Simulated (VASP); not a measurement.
Here is a VASP 6.6.1 calculation.

File INCAR:

```
PREC = Accurate
ENCUT = 420
EDIFF = 1E-6
ISMEAR = 1
SIGMA = 0.15
LREAL = F
LASPH = T
NELM = 200
ALGO = Normal
ISIF = 2
LWAVE = F
LCHARG = F
GGA = PE
IVDW = 13
NBANDS = 40
GGA_COMPAT = F
LMAXMIX = 6
```

Contents of KPOINTS:

```
Automatic mesh
0
Gamma
  2 4 4
```

The input POSCAR:

```
La2B11
1.0
    8.3140000000      0.0000000000      0.0000000000
    0.0000000000      4.1570000000      0.0000000000
    0.0000000000      0.0000000000      4.1570000000
La B
2 11
Direct
    0.0063288446      0.0000000000      0.0000000000
    0.4779297024      0.0000000000      0.0000000000
    0.2537960984      0.1968838110      0.5000000000
    0.3962398431      0.5000000000      0.5000000000
    0.2537960984      0.8031161890      0.5000000000
    0.2537960984      0.5000000000      0.1968838110
    0.2537960984      0.5000000000      0.8031161890
    0.6019375405      0.5000000000      0.5000000000
    0.7509741378      0.1999353389      0.5000000000
    0.8997331244      0.5000000000      0.5000000000
    0.7509741378      0.8000646611      0.5000000000
    0.7509741378      0.5000000000      0.1999353389
    0.7509741378      0.5000000000      0.8000646611
```

Potentials or basis: VASP PAW PBE potentials, release 64 (La, B).

Command:

```sh
$ cat potpaw_PBE.64/La/POTCAR potpaw_PBE.64/B/POTCAR > POTCAR
$ mpirun -np 1 vasp_std > vasp.out
```

Question: Predict the band gap on the k mesh.

Answer: Zero (an odd number of electrons rules out a gap without spin polarisation).

Question: What does it give for the largest force?

Answer: 0.027 eV/Å.

Stress tensor (GPa, compression positive):
```
-7.93  0.00  0.00
 0.00 -3.87  0.00
 0.00  0.00 -3.87
```

Caveat: the k points lie up to 0.38 Å⁻¹ apart, too coarse for converged energies and pressures of a metal; spin-orbit coupling is left out, which moves the levels of the heavy elements.
